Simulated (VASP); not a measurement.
# Be (Im-3m) in VASP: notebook

Runs on Be. Level: r2SCAN. Tasks: single point, relaxation of cell and atoms.

Everything below comes from runs of VASP 6.6.1. Logs are shortened: lines on timing, memory, paths and dates and some standing lists are left out, and cuts for length are marked.

### Step 1. The cell of the first run

The structure is cubic, space group Im-3m (No. 229). The conventional cell has a = 2.267 Å, b = 2.267 Å, c = 2.267 Å, α = 90.00°, β = 90.00°, γ = 90.00°. Within 2.6 Å of Be (site symmetry m-3m) lie 14 Be at 1.96 to 2.27 Å.

This isn't the form of Be at room conditions, which is hcp.

### Step 2. Single point, r2SCAN

POSCAR

```
Be
1.0
   -1.1332710052      1.1332710052      1.1332710052
    1.1332710052     -1.1332710052      1.1332710052
    1.1332710052      1.1332710052     -1.1332710052
Be
1
Direct
    0.0000000000      0.0000000000      0.0000000000
```

INCAR.step1

```
SYSTEM = Be
PREC     = Accurate       ! precision mode
ENCUT    = 660            ! plane-wave cutoff, eV
ISMEAR   = 0              ! smearing method
SIGMA    = 0.05           ! smearing width, eV
LREAL    = .FALSE.        ! projectors in reciprocal space
LASPH    = .TRUE.         ! aspherical terms in the spheres
NELM     = 120            ! most SCF steps
NBANDS   = 7              ! bands
GGA      = PE             ! functional
ALGO     = Normal         ! electronic algorithm
EDIFF    = 1E-5           ! SCF threshold, eV
LWAVE    = .TRUE.         ! write WAVECAR
LCHARG   = .FALSE.        ! write CHGCAR
GGA_COMPAT= .FALSE.
```

INCAR.step2

```
SYSTEM = Be
PREC     = Accurate       ! precision mode
ENCUT    = 660            ! plane-wave cutoff, eV
EDIFF    = 1E-6           ! SCF threshold, eV
ISMEAR   = 0              ! smearing method
SIGMA    = 0.05           ! smearing width, eV
LREAL    = .FALSE.        ! projectors in reciprocal space
LASPH    = .TRUE.         ! aspherical terms in the spheres
NELM     = 120            ! most SCF steps
ALGO     = Normal         ! electronic algorithm
ISIF     = 2              ! what is computed and relaxed
LWAVE    = .FALSE.        ! write WAVECAR
LCHARG   = .TRUE.         ! write CHGCAR
METAGGA  = R2SCAN         ! meta-GGA
LMIXTAU  = .TRUE.       
LELF     = .TRUE.         ! ELF
LVHAR    = .TRUE.       
NBANDS   = 7              ! bands
ISTART   = 1            
GGA_COMPAT= .FALSE.
```

KPOINTS

```
regular mesh
0
G
  26 26 26
  0 0 0
```

Potentials or basis: VASP PAW PBE potentials, release 64 (Be).

Launch:

```bash
$ cat potpaw_PBE.64/Be/POTCAR > POTCAR
$ cp INCAR.step1 INCAR
$ mpirun -np 1 vasp_std > vasp.out
$ cp INCAR.step2 INCAR
$ mpirun -np 1 vasp_std > vasp.out
```

OUTCAR:

```text
SYSTEM = Be
   PREC = Accurate
   ENCUT = 660
   EDIFF = 1E-6
   ISMEAR = 0
   LREAL = .FALSE.
   LASPH = .TRUE.
   NELM = 120
   ISIF = 2
   METAGGA = R2SCAN
   ISTART = 1

 ion  position               nearest neighbor table
   1  0.000  0.000  0.000-

  LATTYP: Found a body centered cubic cell.
 ALAT       =     2.2665420104

  Lattice vectors:

 A1 = (  -1.1332710052,   1.1332710052,   1.1332710052)
 A2 = (   1.1332710052,  -1.1332710052,   1.1332710052)
 A3 = (   1.1332710052,   1.1332710052,  -1.1332710052)

Analysis of symmetry for initial positions (statically):
=====================================================================
 Subroutine PRICEL returns:
 Original cell was already a primitive cell.

 Routine SETGRP: Setting up the symmetry group for a
 body centered cubic supercell.

 Subroutine GETGRP returns: Found 48 space group operations
 (whereof 48 operations were pure point group operations)
 out of a pool of 48 trial point group operations.

The static configuration has the point symmetry O_h .

Analysis of symmetry for dynamics (positions and initial velocities):
=====================================================================
 Subroutine PRICEL returns:
 Original cell was already a primitive cell.

 Routine SETGRP: Setting up the symmetry group for a
 body centered cubic supercell.

 Subroutine GETGRP returns: Found 48 space group operations
 (whereof 48 operations were pure point group operations)
 out of a pool of 48 trial point group operations.

The dynamic configuration has the point symmetry O_h .

 Subroutine INISYM returns: Found 48 space group operations
 (whereof 48 operations are pure point group operations),
 and found     1 'primitive' translations

----------------------------------------------------------------------------------------

                                     Primitive cell

  volume of cell :       5.8219

  direct lattice vectors                    reciprocal lattice vectors
    -1.133271005  1.133271005  1.133271005     0.000000000  0.441200735  0.441200735
     1.133271005 -1.133271005  1.133271005     0.441200735  0.000000000  0.441200735
     1.133271005  1.133271005 -1.133271005     0.441200735  0.441200735  0.000000000

  length of vectors
     1.962882960  1.962882960  1.962882960     0.623952063  0.623952063  0.623952063

  position of ions in fractional coordinates (direct lattice)
     0.000000000  0.000000000  0.000000000

  ion indices of the primitive-cell ions
   primitive index   ion index
                 1           1

----------------------------------------------------------------------------------------

 KPOINTS: regular mesh

Automatic generation of k-mesh.
 Grid dimensions read from file:
 generate k-points for:   26   26   26

 Generating k-lattice:

  Cartesian coordinates                     Fractional coordinates (reciprocal lattice)
     0.000000000  0.016969259  0.016969259     0.038461538  0.000000000  0.000000000
     0.016969259  0.000000000  0.016969259     0.000000000  0.038461538  0.000000000
     0.016969259  0.016969259  0.000000000     0.000000000  0.000000000  0.038461538

  Length of vectors
     0.023998156  0.023998156  0.023998156

  Shift w.r.t. Gamma in fractional coordinates (k-lattice)
     0.000000000  0.000000000  0.000000000

 Subroutine IBZKPT returns following result:
 ===========================================

 Found    511 irreducible k-points:

 Following reciprocal coordinates:
            Coordinates               Weight
  0.000000  0.000000  0.000000      1.000000
  0.038462  0.000000  0.000000     12.000000
  0.076923  0.000000  0.000000     12.000000
  0.115385  0.000000  0.000000     12.000000
  0.153846  0.000000  0.000000     12.000000
  0.192308  0.000000  0.000000     12.000000
[... 16 lines left out ...]
  0.346154  0.038462 -0.000000     48.000000
  0.384615  0.038462  0.000000     48.000000
 [... further k-points ...]
   k-points           NKPTS =    511   k-points in BZ     NKDIM =    511   number of bands    NBANDS=      7
   number of dos      NEDOS =    301   number of ions     NIONS =      1
   total plane-waves  NPLWV =   4096
   dimension x,y,z NGX =    16 NGY =   16 NGZ =   16
   dimension x,y,z NGXF=    32 NGYF=   32 NGZF=   32
   ions per type =               1
   NGX,Y,Z   is equivalent  to a cutoff of  13.55, 13.55, 13.55 a.u.
   NGXF,Y,Z  is equivalent  to a cutoff of  27.10, 27.10, 27.10 a.u.
 SYSTEM =  Be
   PREC   = accura    normal or accurate (medium, high low for compatibility)
   ISTART =      1    job   : 0-new  1-cont  2-samecut
   ICHARG =      0    charge: 1-file 2-atom 10-const
   ISPIN  =      1    spin polarized calculation?
   LNONCOLLINEAR =      F non collinear calculations
   LSORBIT =      F    spin-orbit coupling
   LASPH  =      T    aspherical Exc in radial PAW
   ENCUT  =  660.0 eV  48.51 Ry    6.96 a.u.   4.11  4.11  4.11*2*pi/ulx,y,z
   NELM   =    120;   NELMIN=  2; NELMDL=  0     # of ELM steps
   EDIFF  = 0.1E-05   stopping-criterion for ELM
   LREAL  =      F    real-space projection
   EDIFFG = 0.1E-04   stopping-criterion for IOM
   NSW    =      0    number of steps for IOM
   IBRION =     -1    ionic relax: 0-MD 1-quasi-New 2-CG
   NFREE  =      0    steps in history (QN), initial steepest desc. (CG)
   ISIF   =      2    stress and relaxation
   ISYM   =      2    0-nonsym 1-usesym 2-fastsym
   POTIM  = 0.5000    time-step for ionic-motion
   TEBEG  =    0.0;   TEEND  =   0.0 temperature during run
   PSTRESS=    0.0 pullay stress
   NELECT =       2.0000    total number of electrons
   NUPDOWN=      -1.0000    fix difference up-down
   EMIN   =  10.00;   EMAX   =-10.00  energy-range for DOS
   EFERMI =   0.00;   METHOD = LEGACY
   ISMEAR =     0;   SIGMA  =   0.05  broadening in eV -4-tet -1-fermi 0-gaus
   EFERMI_NEDOS =   21; number of points for ismear=-14 and -15
   IALGO  =     38    algorithm
   IMIX   =      4    mixing-type and parameters
     AMIX     =   0.40;   BMIX     =  1.00
     AMIX_MAG =   1.60;   BMIX_MAG =  1.00
  volume/ion in A,a.u.               =       5.82        39.29
  Fermi-wavevector in a.u.,A,eV,Ry     =   1.146562  2.166689 17.886294  1.314605
  Thomas-Fermi vector in A             =   2.283246
   LORBIT       =      0    0 simple, 1 ext, 2 COOP (PROOUT), +10 PAW based schemes
   METAGGA = R2SCAN    functional components
   LHFCALC =     F    Hartree Fock is set to
   AEXX    =    0.0000 exact exchange contribution
   IVDW    =     0    specifies the selected vdW correction
   LEPSILON=     F    determine dielectric tensor
   LRPA    =     F    only Hartree local field effects (RPA)
 non-spin polarized calculation
 Gauss-broadening in eV      SIGMA  =   0.05
  energy-cutoff  :      660.00
  volume of cell :        5.82
 maximum number of plane-waves:       236
   NGX =  9   NGY =  9   NGZ =  9

 number of electron       2.0000000 magnetization

 Free energy of the ion-electron system (eV)
  ---------------------------------------------------
  ext. energy  EPLUGINS =         0.00000000
  ---------------------------------------------------
  free energy    TOTEN  =        -3.93813888 eV

  energy without entropy =       -3.93806034  energy(sigma->0) =       -3.93809961

 E-fermi :  10.9230     XC(G=0): -12.3815

 val. band max:       10.8382981108   @ k =   0.2692   0.2692   0.1538
 cond. band min:      10.9281782718   @ k =   0.3462   0.2692   0.0000
 fundamental gap:      0.0898801610
 Fermi energy:        10.9229704434

 k-point     1 :       0.0000    0.0000    0.0000
  band No.  band energies     occupation
      1      -4.1130      2.00000
      2      37.5289      0.00000
      3      37.5289      0.00000
      4      37.5289      0.00000
      5      49.9858      0.00000
      6      49.9858      0.00000
      7      49.9858      0.00000

 k-point     2 :       0.0385    0.0000    0.0000
  band No.  band energies     occupation
      1      -4.0518      2.00000
      2      37.1526      0.00000
      3      37.1965      0.00000
      4      37.4305      0.00000
      5      48.9958      0.00000
      6      48.9991      0.00000
      7      50.4933      0.00000

 k-point     3 :       0.0769    0.0000    0.0000
  band No.  band energies     occupation
      1      -3.8680      2.00000
      2      35.9861      0.00000
      3      36.3346      0.00000
      4      37.1391      0.00000
      5      46.9283      0.00000
      6      47.2422      0.00000
      7      51.0410      0.00000

 k-point     4 :       0.1154    0.0000    0.0000
  band No.  band energies     occupation
      1      -3.5613      2.00000
      2      34.0453      0.00000
      3      35.1944      0.00000
      4      36.6711      0.00000
      5      45.3918      0.00000
      6      45.4589      0.00000
      7      50.4089      0.00000

 k-point     5 :       0.1538    0.0000    0.0000
  band No.  band energies     occupation
      1      -3.1312      2.00000
      2      31.5496      0.00000
      3      33.9667      0.00000
      4      36.0615      0.00000
      5      43.7923      0.00000
      6      44.5237      0.00000
      7      50.1765      0.00000
[... 161 lines left out ...]
 k-point    22 :       0.3077    0.0385    0.0000
  band No.  band energies     occupation
      1       0.3375      2.00000
      2      19.3640      0.00000
      3      29.1563      0.00000
      4      32.2963      0.00000
      5      39.2506      0.00000
      6      44.6390      0.00000
      7      53.1326      0.00000

 k-point    23 :       0.3462    0.0385   -0.0000
  band No.  band energies     occupation
      1       1.3728      2.00000
      2      17.0456      0.00000
      3      28.5196      0.00000
      4      31.7460      0.00000
      5      38.5779      0.00000
      6      45.0605      0.00000
      7      54.3518      0.00000

 k-point    24 :       0.3846    0.0385    0.0000
  band No.  band energies     occupation
      1       2.4317      2.00000
      2      15.0130      0.00000
      3      28.0378      0.00000
      4      31.3219      0.00000
      5      38.0699      0.00000
      6      45.4815      0.00000
      7      55.6524      0.00000

 [... further k-points ...]

------------------------ aborting loop because EDIFF is reached ----------------------------------------

  FORCE on cell =-STRESS in cart. coord.  units (eV):
  Direction    XX          YY          ZZ          XY          YZ          ZX
  --------------------------------------------------------------------------------------
  -------------------------------------------------------------------------------------
  Total        2.1994326      2.1994326      2.1994326      0.0000000      0.0000000      0.0000000
  in kB      605.2850029    605.2850029    605.2850029      0.0000000      0.0000000      0.0000000
  external PRESSURE =     605.2850029 kB  Pullay stress =       0.0000000 kB

 VOLUME and BASIS-vectors are now :
 -----------------------------------------------------------------------------
  energy-cutoff  :      660.00
  volume of cell :        5.82
      direct lattice vectors                 reciprocal lattice vectors
    -1.133271005  1.133271005  1.133271005     0.000000000  0.441200735  0.441200735
     1.133271005 -1.133271005  1.133271005     0.441200735  0.000000000  0.441200735
     1.133271005  1.133271005 -1.133271005     0.441200735  0.441200735  0.000000000

 POSITION                                       TOTAL-FORCE (eV/Angst)
 -----------------------------------------------------------------------------------
      0.00000      0.00000      0.00000        -0.000000      0.000000     -0.000000
 -----------------------------------------------------------------------------------
    total drift:                               -0.000000     -0.000000      0.000000

  FREE ENERGIE OF THE ION-ELECTRON SYSTEM (eV)
  ---------------------------------------------------
  free  energy   TOTEN  =        -3.9381388803 eV

  energy  without entropy=       -3.9380603375  energy(sigma->0) =       -3.93809961
```

Wall time 26 s (1 thread of Intel Xeon Platinum 8375C at 2.90GHz (Ice Lake), shared host); peak memory 0.13 GiB.

Results:

```yaml
Free_energy: -3.9381 eV
Pressure: 60.5 GPa
Band_gap_on_the_k_mesh: zero (bands 1 and 2 overlap by 7.32 eV)
```

Levels at points of the mesh, in eV from the Fermi level:
```tsv
k point	band 1	band 2	band 3	band 4	band 5	band 6
(0.00, 0.00, 0.00)	-15.04	26.61	26.61	26.61	39.06	39.06
(0.50, 0.00, 0.00)	-6.88	1.40	16.81	20.70	25.59	35.08
(0.50, 0.50, 0.50)	5.51	5.51	5.51	11.77	11.77	27.69
```

Caveat: the cell stands under pressure; the PAW data sets were made with another functional, which shifts forces and pressure a little.

### Step 3. Single point, r2SCAN

This run uses another cell than the first one, of 6.26 Å³/atom.

POSCAR

```
Be
1.0
   -1.1612278791      1.1612278791      1.1612278791
    1.1612278791     -1.1612278791      1.1612278791
    1.1612278791      1.1612278791     -1.1612278791
Be
1
Direct
    0.0000000000      0.0000000000      0.0000000000
```

INCAR.step1

```
SYSTEM = Be
  PREC = Accurate
  ENCUT = 660
  ISMEAR = 0
  SIGMA = 0.05
  LREAL = .FALSE.
  LASPH = .TRUE.
  NELM = 120
  NBANDS = 7
  GGA = PE
  ALGO = Normal
  EDIFF = 1E-5
  LWAVE = .TRUE.
  LCHARG = .FALSE.
  GGA_COMPAT = .FALSE.
```

INCAR.step2

```
SYSTEM = Be
  PREC = Accurate
  ENCUT = 660
  EDIFF = 1E-6
  ISMEAR = 0
  SIGMA = 0.05
  LREAL = .FALSE.
  LASPH = .TRUE.
  NELM = 120
  ALGO = Normal
  ISIF = 2
  LWAVE = .FALSE.
  LCHARG = .FALSE.
  METAGGA = R2SCAN
  LMIXTAU = .TRUE.
  NBANDS = 7
  ISTART = 1
  GGA_COMPAT = .FALSE.
```

KPOINTS

```
Automatic mesh
0
G
  26 26 26
  0 0 0
```

Potentials or basis: VASP PAW PBE potentials, release 64 (Be).

Launch:

```bash
$ cat potpaw_PBE.64/Be/POTCAR > POTCAR
$ cp INCAR.step1 INCAR
$ mpirun -np 1 vasp_std > vasp.out
$ cp INCAR.step2 INCAR
$ mpirun -np 1 vasp_std > vasp.out
```

Run time: 65 s. Hardware: 1 thread of Intel Xeon Platinum 8375C at 2.90GHz (Ice Lake), shared host; peak memory 0.14 GiB.

The run converged. Its results:

* Free energy: -4.0759 eV
* Pressure: 40.4 GPa
* Band gap on the k mesh: zero (bands 1 and 2 overlap by 6.92 eV)

Levels at points of the mesh, in eV from the Fermi level:
| k point | band 1 | band 2 | band 3 | band 4 | band 5 |
| --- | --- | --- | --- | --- | --- |
| (0.00, 0.00, 0.00) | -14.57 | 25.15 | 25.15 | 25.15 | 37.27 |
| (0.50, 0.00, 0.00) | -6.53 | 1.10 | 15.91 | 19.65 | 24.47 |
| (0.50, 0.50, 0.50) | 5.22 | 5.22 | 5.22 | 11.34 | 11.34 |

Caveat: the cell stands under pressure; the PAW data sets were made with another functional, which shifts forces and pressure a little.

### Step 4. Single point, r2SCAN

This run uses another cell than the first one, of 6.87 Å³/atom.

POSCAR

```
Be
1.0
   -1.1975590408      1.1975590408      1.1975590408
    1.1975590408     -1.1975590408      1.1975590408
    1.1975590408      1.1975590408     -1.1975590408
Be
1
Direct
    0.0000000000      0.0000000000      0.0000000000
```

INCAR.step1

```
PREC = Accurate ; ENCUT = 660
ISMEAR = 0 ; SIGMA = 0.05
LREAL = False ; LASPH = True
NELM = 120 ; NBANDS = 7
GGA = PE ; ALGO = Normal
EDIFF = 1E-5 ; LWAVE = True
LCHARG = False ; GGA_COMPAT = False
```

INCAR.step2

```
PREC = Accurate ; ENCUT = 660
EDIFF = 1E-6 ; ISMEAR = 0
SIGMA = 0.05 ; LREAL = False
LASPH = True ; NELM = 120
ALGO = Normal ; ISIF = 2
LWAVE = False ; LCHARG = True
METAGGA = R2SCAN ; LMIXTAU = True
LELF = True ; LVHAR = True
NBANDS = 7 ; ISTART = 1
GGA_COMPAT = False
```

KPOINTS

```
regular mesh
0
Gamma
  26 26 26
```

Launch:

```bash
$ cat potpaw_PBE.64/Be/POTCAR > POTCAR
$ cp INCAR.step1 INCAR
$ mpirun -np 1 vasp_std > vasp.out
$ cp INCAR.step2 INCAR
$ mpirun -np 1 vasp_std > vasp.out
```

Run time: 60 s. Hardware: 1 thread of Intel Xeon Platinum 8375C at 2.90GHz (Ice Lake), shared host; peak memory 0.14 GiB.

Results (log left out):

```
Free energy            : -4.1884 eV
Pressure               : 20.3 GPa
Band gap on the k mesh : zero (bands 1 and 2 overlap by 6.44 eV)
```

Levels at points of the mesh, in eV from the Fermi level:
| k point | band 1 | band 2 | band 3 | band 4 |
| --- | --- | --- | --- | --- |
| (0.00, 0.00, 0.00) | -13.99 | 23.41 | 23.41 | 23.41 |
| (0.50, 0.00, 0.00) | -6.11 | 0.74 | 14.82 | 18.39 |
| (0.50, 0.50, 0.50) | 4.87 | 4.87 | 4.87 | 10.81 |

Caveat: the cell stands under pressure; the PAW data sets were made with another functional, which shifts forces and pressure a little.

### Step 5. Single point, r2SCAN

This run uses another cell than the first one, of 7.81 Å³/atom.

POSCAR

```
Be
1.0
   -1.2500977089      1.2500977089      1.2500977089
    1.2500977089     -1.2500977089      1.2500977089
    1.2500977089      1.2500977089     -1.2500977089
Be
1
Direct
    0.0000000000      0.0000000000      0.0000000000
```

INCAR.step1 is that of step 4.

INCAR.step2 is that of step 4.

KPOINTS

```
Automatic mesh
0
Gamma
  26 26 26
```

Launch:

```bash
$ cat potpaw_PBE.64/Be/POTCAR > POTCAR
$ cp INCAR.step1 INCAR
$ mpirun -np 1 vasp_std > vasp.out
$ cp INCAR.step2 INCAR
$ mpirun -np 1 vasp_std > vasp.out
```

It took 64 s on 1 thread of Intel Xeon Platinum 8375C at 2.90GHz (Ice Lake), shared host; peak memory 0.14 GiB.

Results (log left out):

```
Free energy            : -4.2436 eV
Pressure               : 0.2 GPa
Band gap on the k mesh : zero (bands 1 and 2 overlap by 5.81 eV)
```

Levels at points of the mesh, in eV from the Fermi level:
```
           k point  band 1  band 2  band 3  band 4
(0.00, 0.00, 0.00)  -13.19   21.16   21.16   21.16
(0.50, 0.00, 0.00)   -5.56    0.32   13.43   16.76
(0.50, 0.50, 0.50)    4.41    4.41    4.41   10.13
```

Caveat: the PAW data sets were made with another functional, which shifts forces and pressure a little.

(Continued in part 2 of 2.)

The gap in the log of VASP goes by the Fermi energy; the results here count the filled bands.